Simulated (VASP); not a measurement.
# AlCo (Pm-3m) in VASP: single point with PBE

Aim: the single point of AlCo with PBE.

Program: VASP 6.6.1. These are calculated values, not measurements. Logs are shortened: lines on timing, memory, paths and dates and some standing lists are left out, and cuts for length are marked.

## Step 1: The cell of the first run

The structure is cubic, space group Pm-3m (No. 221). Conventional cell: a = 2.852 Å, b = 2.852 Å, c = 2.852 Å, α = 90.00°, β = 90.00°, γ = 90.00°. Al (site symmetry m-3m) has 8 Co at 2.47 Å and 6 Al at 2.85 Å within 3.3 Å. Co (site symmetry m-3m) has 8 Al at 2.47 Å and 6 Co at 2.85 Å within 3.3 Å.

## Step 2: Single point, PBE

File POSCAR:

```
AlCo
1.0
    2.8519024034      0.0000000000      0.0000000000
    0.0000000000      2.8519024034      0.0000000000
    0.0000000000      0.0000000000      2.8519024034
Al Co
1 1
Direct
    0.0000000000      0.0000000000      0.0000000000
    0.5000000000      0.5000000000      0.5000000000
```

File INCAR.step1:

```
SYSTEM = AlCo
ALGO = Normal ; EDIFF = 1E-7
ENCUT = 520 ; GGA = PE
ISIF = 2 ; ISMEAR = 0
LASPH = .True. ; LCHARG = .True.
LMAXMIX = 4 ; LREAL = .False.
LWAVE = .False. ; NBANDS = 13
NELM = 60 ; PREC = Accurate
SIGMA = 0.1
```

File KPOINTS.step1:

```
k-points
0
Gamma
  14 14 14
  0 0 0
```

File INCAR.step2:

```
SYSTEM = AlCo
ALGO = Normal ; EDIFF = 1E-7
ENCUT = 520 ; GGA = PE
ICHARG = 11 ; ISIF = 2
ISMEAR = -5 ; LASPH = .True.
LCHARG = .False. ; LMAXMIX = 4
LORBIT = 11 ; LREAL = .False.
LWAVE = .False. ; NEDOS = 1001
NELM = 60 ; PREC = Accurate
SIGMA = 0.1
```

File KPOINTS.step2:

```
k-points
0
Gamma
  21 21 21
  0 0 0
```

Potentials or basis: VASP PAW PBE potentials, release 64 (Al, Co).

On the command line:

```
$ cat potpaw_PBE.64/Al/POTCAR potpaw_PBE.64/Co/POTCAR > POTCAR
$ cp INCAR.step1 INCAR
$ cp KPOINTS.step1 KPOINTS
$ mpirun -np 1 vasp_std > vasp.out
$ cp INCAR.step2 INCAR
$ cp KPOINTS.step2 KPOINTS
$ mpirun -np 1 vasp_std > vasp.out
```

OUTCAR:

```text
SYSTEM = AlCo
   EDIFF = 1E-7
   ENCUT = 520
   GGA = PE
   ICHARG = 11
   ISIF = 2
   ISMEAR = -5
   LASPH = .True.
   LORBIT = 11
   LREAL = .False.
   NELM = 60
   PREC = Accurate

 ion  position               nearest neighbor table
   1  0.000  0.000  0.000-   2 2.47   2 2.47   2 2.47   2 2.47   2 2.47   2 2.47   2 2.47   2 2.47

   2  0.500  0.500  0.500-   1 2.47   1 2.47   1 2.47   1 2.47   1 2.47   1 2.47   1 2.47   1 2.47

  LATTYP: Found a simple cubic cell.
 ALAT       =     2.8519024034

  Lattice vectors:

 A1 = (   2.8519024034,   0.0000000000,   0.0000000000)
 A2 = (   0.0000000000,   2.8519024034,   0.0000000000)
 A3 = (   0.0000000000,   0.0000000000,   2.8519024034)

Analysis of symmetry for initial positions (statically):
=====================================================================
 Subroutine PRICEL returns:
 Original cell was already a primitive cell.

 Routine SETGRP: Setting up the symmetry group for a
 simple cubic supercell.

 Subroutine GETGRP returns: Found 48 space group operations
 (whereof 48 operations were pure point group operations)
 out of a pool of 48 trial point group operations.

The static configuration has the point symmetry O_h .

Analysis of symmetry for dynamics (positions and initial velocities):
=====================================================================
 Subroutine PRICEL returns:
 Original cell was already a primitive cell.

 Routine SETGRP: Setting up the symmetry group for a
 simple cubic supercell.

 Subroutine GETGRP returns: Found 48 space group operations
 (whereof 48 operations were pure point group operations)
 out of a pool of 48 trial point group operations.

The dynamic configuration has the point symmetry O_h .

 Subroutine INISYM returns: Found 48 space group operations
 (whereof 48 operations are pure point group operations),
 and found     1 'primitive' translations

----------------------------------------------------------------------------------------

                                     Primitive cell

  volume of cell :      23.1955

  direct lattice vectors                    reciprocal lattice vectors
     2.851902403  0.000000000  0.000000000     0.350643135  0.000000000  0.000000000
     0.000000000  2.851902403  0.000000000     0.000000000  0.350643135  0.000000000
     0.000000000  0.000000000  2.851902403     0.000000000  0.000000000  0.350643135

  length of vectors
     2.851902403  2.851902403  2.851902403     0.350643135  0.350643135  0.350643135

  position of ions in fractional coordinates (direct lattice)
     0.000000000  0.000000000  0.000000000
     0.500000000  0.500000000  0.500000000

  ion indices of the primitive-cell ions
   primitive index   ion index
                 1           1
                 2           2

----------------------------------------------------------------------------------------

 KPOINTS: k-points

Automatic generation of k-mesh.
 Grid dimensions read from file:
 generate k-points for:   21   21   21

 Generating k-lattice:

  Cartesian coordinates                     Fractional coordinates (reciprocal lattice)
     0.016697292  0.000000000  0.000000000     0.047619048  0.000000000  0.000000000
     0.000000000  0.016697292  0.000000000     0.000000000  0.047619048  0.000000000
     0.000000000  0.000000000  0.016697292     0.000000000  0.000000000  0.047619048

  Length of vectors
     0.016697292  0.016697292  0.016697292

  Shift w.r.t. Gamma in fractional coordinates (k-lattice)
     0.000000000  0.000000000  0.000000000

 TETIRR: Found   4601 inequivalent tetrahedra from    55566

 Subroutine IBZKPT returns following result:
 ===========================================

 Found    286 irreducible k-points:

 Following reciprocal coordinates:
            Coordinates               Weight
  0.000000  0.000000  0.000000      1.000000
  0.047619  0.000000  0.000000      6.000000
  0.095238  0.000000  0.000000      6.000000
  0.142857  0.000000  0.000000      6.000000
  0.190476  0.000000  0.000000      6.000000
  0.238095  0.000000  0.000000      6.000000
[... 16 lines left out ...]
  0.142857  0.095238  0.000000     24.000000
  0.190476  0.095238  0.000000     24.000000
 [... further k-points ...]
   k-points           NKPTS =    286   k-points in BZ     NKDIM =    286   number of bands    NBANDS=     10
   number of dos      NEDOS =   1001   number of ions     NIONS =      2
   total plane-waves  NPLWV =  13824
   dimension x,y,z NGX =    24 NGY =   24 NGZ =   24
   dimension x,y,z NGXF=    48 NGYF=   48 NGZF=   48
   ions per type =               1   1
   NGX,Y,Z   is equivalent  to a cutoff of  13.99, 13.99, 13.99 a.u.
   NGXF,Y,Z  is equivalent  to a cutoff of  27.98, 27.98, 27.98 a.u.
 SYSTEM =  AlCo
   PREC   = accura    normal or accurate (medium, high low for compatibility)
   ISTART =      0    job   : 0-new  1-cont  2-samecut
   ICHARG =     11    charge: 1-file 2-atom 10-const
   ISPIN  =      1    spin polarized calculation?
   LNONCOLLINEAR =      F non collinear calculations
   LSORBIT =      F    spin-orbit coupling
   LASPH  =      T    aspherical Exc in radial PAW
   ENCUT  =  520.0 eV  38.22 Ry    6.18 a.u.   5.30  5.30  5.30*2*pi/ulx,y,z
   NELM   =     60;   NELMIN=  2; NELMDL=  0     # of ELM steps
   EDIFF  = 0.1E-06   stopping-criterion for ELM
   LREAL  =      F    real-space projection
   EDIFFG = 0.1E-05   stopping-criterion for IOM
   NSW    =      0    number of steps for IOM
   IBRION =     -1    ionic relax: 0-MD 1-quasi-New 2-CG
   NFREE  =      0    steps in history (QN), initial steepest desc. (CG)
   ISIF   =      2    stress and relaxation
   ISYM   =      2    0-nonsym 1-usesym 2-fastsym
   POTIM  = 0.5000    time-step for ionic-motion
   TEBEG  =    0.0;   TEEND  =   0.0 temperature during run
   PSTRESS=    0.0 pullay stress
   NELECT =      12.0000    total number of electrons
   NUPDOWN=      -1.0000    fix difference up-down
   EMIN   =  10.00;   EMAX   =-10.00  energy-range for DOS
   EFERMI =   0.00;   METHOD = LEGACY
   ISMEAR =    -5;   SIGMA  =   0.10  broadening in eV -4-tet -1-fermi 0-gaus
   EFERMI_NEDOS =   21; number of points for ismear=-14 and -15
   IALGO  =     38    algorithm
   IMIX   =      4    mixing-type and parameters
     AMIX     =   0.40;   BMIX     =  1.00
     AMIX_MAG =   1.60;   BMIX_MAG =  1.00
  volume/ion in A,a.u.               =      11.60        78.27
  Fermi-wavevector in a.u.,A,eV,Ry     =   1.314218  2.483511 23.499543  1.727168
  Thomas-Fermi vector in A             =   2.444486
   LORBIT       =     11    0 simple, 1 ext, 2 COOP (PROOUT), +10 PAW based schemes
   GGA     = PE    functional components
   LHFCALC =     F    Hartree Fock is set to
   AEXX    =    0.0000 exact exchange contribution
   IVDW    =     0    specifies the selected vdW correction
   LEPSILON=     F    determine dielectric tensor
   LRPA    =     F    only Hartree local field effects (RPA)
 non-spin polarized calculation
 Fermi weights with tetrahedron method with Bloechl corrections
  energy-cutoff  :      520.00
  volume of cell :       23.20
 maximum number of plane-waves:       647
 NGX is ok and might be reduce to    24

 number of electron      11.9999996 magnetization

 Free energy of the ion-electron system (eV)
  ---------------------------------------------------
  ext. energy  EPLUGINS =         0.00000000
  ---------------------------------------------------
  free energy    TOTEN  =       -11.98876611 eV

  energy without entropy =      -11.98876611  energy(sigma->0) =      -11.98876611

 E-fermi :  10.5691     XC(G=0): -12.2554

 val. band max:       10.6098471661   @ k =   0.4762   0.3333   0.3333
 cond. band min:      10.5530872853   @ k =   0.4286   0.4286   0.3333
 fundamental gap:     -0.0567598807
 Fermi energy:        10.5690677767

 k-point     1 :       0.0000    0.0000    0.0000
  band No.  band energies     occupation
      1      -0.5131      2.00000
      2       7.5978      2.00000
      3       7.5978      2.00000
      4       9.7072      2.00000
      5       9.7072      2.00000
      6       9.7072      2.00000
      7      16.5028      0.00000
      8      16.5028      0.00000
      9      16.5028      0.00000
     10      19.2735      0.00000

 k-point     2 :       0.0476    0.0000    0.0000
  band No.  band energies     occupation
      1      -0.4702      2.00000
      2       7.5941      2.00000
      3       7.6098      2.00000
      4       9.6837      2.00000
      5       9.6837      2.00000
      6       9.7096      2.00000
      7      16.0321      0.00000
      8      16.5632      0.00000
      9      16.5632      0.00000
     10      19.2681      0.00000

 k-point     3 :       0.0952    0.0000    0.0000
  band No.  band energies     occupation
      1      -0.3416      2.00000
      2       7.5776      2.00000
      3       7.6450      2.00000
      4       9.6168      2.00000
      5       9.6168      2.00000
      6       9.7168      2.00000
      7      15.0799      0.00000
      8      16.7410      0.00000
      9      16.7410      0.00000
     10      19.2518      0.00000

 k-point     4 :       0.1429    0.0000    0.0000
  band No.  band energies     occupation
      1      -0.1284      2.00000
      2       7.5313      2.00000
      3       7.7008      2.00000
      4       9.5159      2.00000
      5       9.5159      2.00000
      6       9.7279      2.00000
      7      14.0469      0.00000
      8      17.0271      0.00000
      9      17.0271      0.00000
     10      19.2252      0.00000

 k-point     5 :       0.1905    0.0000    0.0000
  band No.  band energies     occupation
      1       0.1678      2.00000
      2       7.4247      2.00000
      3       7.7733      2.00000
      4       9.3938      2.00000
      5       9.3938      2.00000
      6       9.7422      2.00000
      7      13.0746      0.00000
      8      17.4096      0.00000
      9      17.4096      0.00000
     10      19.1889      0.00000

 k-point     6 :       0.2381    0.0000    0.0000
  band No.  band energies     occupation
      1       0.5446      2.00000
      2       7.2149      2.00000
      3       7.8567      2.00000
      4       9.2638      2.00000
      5       9.2638      2.00000
      6       9.7583      2.00000
      7      12.2405      0.00000
      8      17.8762      0.00000
      9      17.8762      0.00000
     10      19.1448      0.00000
[... 183 lines left out ...]
 k-point    21 :       0.4762    0.0476    0.0000
  band No.  band energies     occupation
      1       3.5055      2.00000
      2       4.2658      2.00000
      3       8.1915      2.00000
      4       8.8246      2.00000
      5       8.8449      2.00000
      6       9.7981      2.00000
      7      10.7281      0.00000
      8      18.7594      0.00000
      9      20.6762      0.00000
     10      21.0680      0.00000

 k-point    22 :       0.0952    0.0952    0.0000
  band No.  band energies     occupation
      1      -0.1711      2.00000
      2       7.6033      2.00000
      3       7.6541      2.00000
      4       9.5160      2.00000
      5       9.6055      2.00000
      6       9.6501      2.00000
      7      15.0267      0.00000
      8      15.5630      0.00000
      9      16.9758      0.00000
     10      19.9032      0.00000

 k-point    23 :       0.1429    0.0952    0.0000
  band No.  band energies     occupation
      1       0.0409      2.00000
      2       7.5779      2.00000
      3       7.6985      2.00000
      4       9.4054      2.00000
      5       9.5208      2.00000
      6       9.6481      2.00000
      7      14.1719      0.00000
      8      15.6194      0.00000
      9      17.2583      0.00000
     10      20.0260      0.00000

 k-point    24 :       0.1905    0.0952    0.0000
  band No.  band energies     occupation
      1       0.3351      2.00000
      2       7.4843      2.00000
      3       7.7702      2.00000
      4       9.2761      2.00000
      5       9.4030      2.00000
      6       9.6615      2.00000
      7      13.2148      0.00000
      8      15.9096      0.00000
      9      17.6365      0.00000
     10      20.0717      0.00000

 [... further k-points ...]

------------------------ aborting loop because EDIFF is reached ----------------------------------------

  FORCE on cell =-STRESS in cart. coord.  units (eV):
  Direction    XX          YY          ZZ          XY          YZ          ZX
  --------------------------------------------------------------------------------------
  -------------------------------------------------------------------------------------
  Total       -0.1955345     -0.1955345     -0.1955345     -0.0000000      0.0000000     -0.0000000
  in kB      -13.5060986    -13.5060986    -13.5060986     -0.0000000      0.0000000     -0.0000000
  external PRESSURE =     -13.5060986 kB  Pullay stress =       0.0000000 kB

 VOLUME and BASIS-vectors are now :
 -----------------------------------------------------------------------------
  energy-cutoff  :      520.00
  volume of cell :       23.20
      direct lattice vectors                 reciprocal lattice vectors
     2.851902403  0.000000000  0.000000000     0.350643135  0.000000000  0.000000000
     0.000000000  2.851902403  0.000000000     0.000000000  0.350643135  0.000000000
     0.000000000  0.000000000  2.851902403     0.000000000  0.000000000  0.350643135

 POSITION                                       TOTAL-FORCE (eV/Angst)
 -----------------------------------------------------------------------------------
      0.00000      0.00000      0.00000         0.000000      0.000000      0.000000
      1.42595      1.42595      1.42595         0.000000      0.000000      0.000000
 -----------------------------------------------------------------------------------
    total drift:                                0.000000     -0.000000     -0.000000

  FREE ENERGIE OF THE ION-ELECTRON SYSTEM (eV)
  ---------------------------------------------------
  free  energy   TOTEN  =       -11.9887661117 eV

  energy  without entropy=      -11.9887661117  energy(sigma->0) =      -11.98876611

 total charge

# of ion       s       p       d       tot
------------------------------------------
    1        0.394   0.427   0.000   0.822
    2        0.433   0.507   7.504   8.444
--------------------------------------------------
tot          0.827   0.934   7.504   9.265
```

Wall time 2.2 min (1 thread of Intel Xeon 8259CL, shared host); peak memory 0.2 GiB.

Results:

```yaml
Valence_electrons_inside_the_program's_atomic_spheres: Al 0.82; Co 8.44
```

Levels at points of the mesh, in eV from the Fermi level:
| k point | band 2 | band 3 | band 4 | band 5 | band 6 | band 7 | band 8 | band 9 | band 10 |
| --- | --- | --- | --- | --- | --- | --- | --- | --- | --- |
| (0.00, 0.00, 0.00) | -2.97 | -2.97 | -0.86 | -0.86 | -0.86 | 5.93 | 5.93 | 5.93 | 8.70 |

Caveat: the run has no spin polarisation, though such a crystal can be magnetic; tetrahedron occupations give inexact forces and stress in metals. Spin polarisation is off, so any magnetic state and its effect on volume and gap are missing.
